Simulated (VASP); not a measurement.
# Au (Fm-3m) in VASP: notebook, part 2 of 2

VASP 6.6.1.

## Step 3: Single point, r2SCAN (equal strain along all axes, cell held: +3.0 %)

Input file POSCAR:

```
Au
1.0
    2.1240555421      2.1240555421      0.0000000000
   -2.1240555421      2.1240555421      0.0000000000
    0.0000000000      0.0000000000      4.2481110843
Au
2
Direct
    0.0000000000      0.0000000000      0.0000000000
    0.5000000000      0.5000000000      0.5000000000
```

Input file INCAR.step1:

```
  PREC = Accurate
  ENCUT = 520
  ISMEAR = 0
  SIGMA = 0.1
  LREAL = False
  LASPH = True
  NELM = 80
  NBANDS = 18
  GGA = PE
  ALGO = Normal
  EDIFF = 1E-4
  LWAVE = True
  LCHARG = False
```

Input file INCAR.step2:

```
  PREC = Accurate
  ENCUT = 520
  EDIFF = 1E-7
  ISMEAR = 0
  SIGMA = 0.1
  LREAL = False
  LASPH = True
  NELM = 80
  ALGO = Normal
  ISIF = 2
  LWAVE = False
  LCHARG = True
  METAGGA = R2SCAN
  LMIXTAU = True
  LELF = True
  LVHAR = True
  NBANDS = 18
  ISTART = 1
```

Input file KPOINTS:

```
Automatic mesh
0
Gamma
  18 18 12
```

Potentials or basis: VASP PAW PBE potentials, release 64 (Au).

On the command line:

```console
$ cat potpaw_PBE.64/Au/POTCAR > POTCAR
$ cp INCAR.step1 INCAR
$ mpirun -np 1 vasp_std > vasp.out
$ cp INCAR.step2 INCAR
$ mpirun -np 1 vasp_std > vasp.out
```

OUTCAR:

```text
PREC = Accurate
   ENCUT = 520
   EDIFF = 1E-7
   ISMEAR = 0
   LREAL = False
   LASPH = True
   NELM = 80
   ISIF = 2
   METAGGA = R2SCAN
   ISTART = 1

 ion  position               nearest neighbor table
   1  0.000  0.000  0.000-   2 3.00   2 3.00   2 3.00   2 3.00   2 3.00   2 3.00   2 3.00   2 3.00

   2  0.500  0.500  0.500-   1 3.00   1 3.00   1 3.00   1 3.00   1 3.00   1 3.00   1 3.00   1 3.00

  LATTYP: Found a simple tetragonal cell.
 ALAT       =     3.0038681549
 C/A-ratio  =     1.4142135624

  Lattice vectors:

 A1 = (   2.1240555421,   2.1240555421,   0.0000000000)
 A2 = (  -2.1240555421,   2.1240555421,   0.0000000000)
 A3 = (   0.0000000000,   0.0000000000,   4.2481110843)

Analysis of symmetry for initial positions (statically):
=====================================================================
 Subroutine PRICEL returns following result:

  LATTYP: Found a face centered cubic cell.
 ALAT       =     4.2481110842

  Lattice vectors:

 A1 = (   0.0000000000,  -2.1240555421,  -2.1240555421)
 A2 = (   2.1240555421,   0.0000000000,  -2.1240555421)
 A3 = (   2.1240555421,  -2.1240555421,   0.0000000000)

   2 primitive cells build up your supercell.

 Routine SETGRP: Setting up the symmetry group for a
 simple tetragonal supercell.

 Subroutine GETGRP returns: Found 16 space group operations
 (whereof 16 operations were pure point group operations)
 out of a pool of 16 trial point group operations.

The static configuration has the point symmetry D_4h.

Analysis of symmetry for dynamics (positions and initial velocities):
=====================================================================
 Subroutine PRICEL returns following result:

  LATTYP: Found a face centered cubic cell.
 ALAT       =     4.2481110842

  Lattice vectors:

 A1 = (   0.0000000000,  -2.1240555421,  -2.1240555421)
 A2 = (   2.1240555421,   0.0000000000,  -2.1240555421)
 A3 = (   2.1240555421,  -2.1240555421,   0.0000000000)

   2 primitive cells build up your supercell.

 Routine SETGRP: Setting up the symmetry group for a
 simple tetragonal supercell.

 Subroutine GETGRP returns: Found 16 space group operations
 (whereof 16 operations were pure point group operations)
 out of a pool of 16 trial point group operations.

The dynamic configuration has the point symmetry D_4h.

 Subroutine INISYM returns: Found 16 space group operations
 (whereof 16 operations are pure point group operations),
 and found     2 'primitive' translations

----------------------------------------------------------------------------------------

                                     Primitive cell

  volume of cell :      19.1658

  direct lattice vectors                    reciprocal lattice vectors
     0.000000000 -2.124055542 -2.124055542    -0.235398741 -0.235398741 -0.235398741
     2.124055542  0.000000000 -2.124055542     0.235398741  0.235398741 -0.235398741
     2.124055542 -2.124055542  0.000000000     0.235398741 -0.235398741  0.235398741

  length of vectors
     3.003868155  3.003868155  3.003868155     0.407722579  0.407722579  0.407722579

  position of ions in fractional coordinates (direct lattice)
     0.000000000  0.000000000  0.000000000

  ion indices of the primitive-cell ions
   primitive index   ion index
                 1           1

----------------------------------------------------------------------------------------

 KPOINTS: Automatic mesh

Automatic generation of k-mesh.
 Grid dimensions read from file:
 generate k-points for:   18   18   12

 Generating k-lattice:

  Cartesian coordinates                     Fractional coordinates (reciprocal lattice)
     0.013077708  0.013077708  0.000000000     0.055555556  0.000000000  0.000000000
    -0.013077708  0.013077708  0.000000000     0.000000000  0.055555556  0.000000000
     0.000000000  0.000000000  0.019616562     0.000000000  0.000000000  0.083333333

  Length of vectors
     0.018494672  0.018494672  0.019616562

  Shift w.r.t. Gamma in fractional coordinates (k-lattice)
     0.000000000  0.000000000  0.000000000

 Subroutine IBZKPT returns following result:
 ===========================================

 Found    385 irreducible k-points:

 Following reciprocal coordinates:
            Coordinates               Weight
  0.000000  0.000000  0.000000      1.000000
  0.055556  0.000000  0.000000      4.000000
  0.111111  0.000000  0.000000      4.000000
  0.166667  0.000000  0.000000      4.000000
  0.222222  0.000000  0.000000      4.000000
  0.277778  0.000000  0.000000      4.000000
[... 16 lines left out ...]
  0.277778  0.111111  0.000000      8.000000
  0.333333  0.111111  0.000000      8.000000
 [... further k-points ...]
   k-points           NKPTS =    385   k-points in BZ     NKDIM =    385   number of bands    NBANDS=     18
   number of dos      NEDOS =    301   number of ions     NIONS =      2
   total plane-waves  NPLWV =  18432
   dimension x,y,z NGX =    24 NGY =   24 NGZ =   32
   dimension x,y,z NGXF=    48 NGYF=   48 NGZF=   64
   ions per type =               2
   NGX,Y,Z   is equivalent  to a cutoff of  13.28, 13.28, 12.52 a.u.
   NGXF,Y,Z  is equivalent  to a cutoff of  26.57, 26.57, 25.05 a.u.
 SYSTEM =  unknown system
   PREC   = accura    normal or accurate (medium, high low for compatibility)
   ISTART =      1    job   : 0-new  1-cont  2-samecut
   ICHARG =      0    charge: 1-file 2-atom 10-const
   ISPIN  =      1    spin polarized calculation?
   LNONCOLLINEAR =      F non collinear calculations
   LSORBIT =      F    spin-orbit coupling
   LASPH  =      T    aspherical Exc in radial PAW
   ENCUT  =  520.0 eV  38.22 Ry    6.18 a.u.   5.59  5.59  7.90*2*pi/ulx,y,z
   NELM   =     80;   NELMIN=  2; NELMDL=  0     # of ELM steps
   EDIFF  = 0.1E-06   stopping-criterion for ELM
   LREAL  =      F    real-space projection
   EDIFFG = 0.1E-05   stopping-criterion for IOM
   NSW    =      0    number of steps for IOM
   IBRION =     -1    ionic relax: 0-MD 1-quasi-New 2-CG
   NFREE  =      0    steps in history (QN), initial steepest desc. (CG)
   ISIF   =      2    stress and relaxation
   ISYM   =      2    0-nonsym 1-usesym 2-fastsym
   POTIM  = 0.5000    time-step for ionic-motion
   TEBEG  =    0.0;   TEEND  =   0.0 temperature during run
   PSTRESS=    0.0 pullay stress
   NELECT =      22.0000    total number of electrons
   NUPDOWN=      -1.0000    fix difference up-down
   EMIN   =  10.00;   EMAX   =-10.00  energy-range for DOS
   EFERMI =   0.00;   METHOD = LEGACY
   ISMEAR =     0;   SIGMA  =   0.10  broadening in eV -4-tet -1-fermi 0-gaus
   EFERMI_NEDOS =   21; number of points for ismear=-14 and -15
   IALGO  =     38    algorithm
   IMIX   =      4    mixing-type and parameters
     AMIX     =   0.40;   BMIX     =  1.00
     AMIX_MAG =   1.60;   BMIX_MAG =  1.00
  volume/ion in A,a.u.               =      19.17       129.34
  Fermi-wavevector in a.u.,A,eV,Ry     =   1.360494  2.570960 25.183609  1.850943
  Thomas-Fermi vector in A             =   2.487151
   LORBIT       =      0    0 simple, 1 ext, 2 COOP (PROOUT), +10 PAW based schemes
   METAGGA = R2SCAN    functional components
   LHFCALC =     F    Hartree Fock is set to
   AEXX    =    0.0000 exact exchange contribution
   IVDW    =     0    specifies the selected vdW correction
   LEPSILON=     F    determine dielectric tensor
   LRPA    =     F    only Hartree local field effects (RPA)
 non-spin polarized calculation
 Gauss-broadening in eV      SIGMA  =   0.10
  energy-cutoff  :      520.00
  volume of cell :       38.33
 maximum number of plane-waves:      1056
 NGX is ok and might be reduce to    24
   NGX = 11   NGY = 11   NGZ = 15

 number of electron      22.0000007 magnetization

 Free energy of the ion-electron system (eV)
  ---------------------------------------------------
  ext. energy  EPLUGINS =         0.00000000
  ---------------------------------------------------
  free energy    TOTEN  =      -101.07926496 eV

  energy without entropy =     -101.07631291  energy(sigma->0) =     -101.07778893

 E-fermi :   7.5092     XC(G=0): -12.8067

 val. band max:        7.5051649059   @ k =   0.3889   0.0000   0.4167
 cond. band min:       7.5173524418   @ k =   0.3333   0.2222   0.5000
 fundamental gap:      0.0121875359
 Fermi energy:         7.5092189081

 k-point     1 :       0.0000    0.0000    0.0000
  band No.  band energies     occupation
      1      -1.3632      2.00000
      2       1.2031      2.00000
      3       1.4278      2.00000
      4       3.1487      2.00000
      5       3.1487      2.00000
      6       3.1502      2.00000
[... 10 lines left out ...]
     17      24.2458      0.00000
     18      26.2570      0.00000
[... 466 lines left out ...]
      2       2.1596      2.00000
      3       2.4933      2.00000
      4       2.6383      2.00000
      5       3.1017      2.00000
      6       3.3316      2.00000
[... 10 lines left out ...]
     17      21.0510      0.00000
     18      24.6939      0.00000

 [... further k-points ...]
[... 5 lines left out ...]
  --------------------------------------------------------------------------------------
  -------------------------------------------------------------------------------------
  Total       -2.4516505     -2.4516505     -2.5103363      0.0000000      0.0000000      0.0000000
  in kB     -102.4734950   -102.4734950   -104.9264286      0.0000000      0.0000000      0.0000000
  external PRESSURE =    -103.2911395 kB  Pullay stress =       0.0000000 kB

 VOLUME and BASIS-vectors are now :
 -----------------------------------------------------------------------------
  energy-cutoff  :      520.00
  volume of cell :       38.33
      direct lattice vectors                 reciprocal lattice vectors
     2.124055542  2.124055542  0.000000000     0.235398741  0.235398741  0.000000000
    -2.124055542  2.124055542  0.000000000    -0.235398741  0.235398741  0.000000000
     0.000000000  0.000000000  4.248111084     0.000000000  0.000000000  0.235398741

 POSITION                                       TOTAL-FORCE (eV/Angst)
 -----------------------------------------------------------------------------------
      0.00000      0.00000      0.00000         0.000000     -0.000000     -0.000000
      0.00000      2.12406      2.12406        -0.000000      0.000000      0.000000
 -----------------------------------------------------------------------------------
    total drift:                               -0.000000      0.000000     -0.000000

  FREE ENERGIE OF THE ION-ELECTRON SYSTEM (eV)
  ---------------------------------------------------
  free  energy   TOTEN  =      -101.0792649570 eV

  energy  without entropy=     -101.0763129100  energy(sigma->0) =     -101.07778893
```

Run time: 9 min. Hardware: 1 thread of Oxide Virtual Turin-like, shared host; peak memory 0.29 GiB.

Results:

```
Free energy            : -101.0793 eV
Pressure               : -10.3 GPa
Band gap on the k mesh : zero (band 11 reaches 11.84 eV, above the bottom of band 12 at 4.85 eV)
```

Caveat: the cell differs from its parent crystal (equal strain along all axes, cell held: +3.0 %); the PAW data sets were made with another functional, which shifts forces and pressure a little; spin-orbit coupling is left out, which moves the levels of the heavy elements.
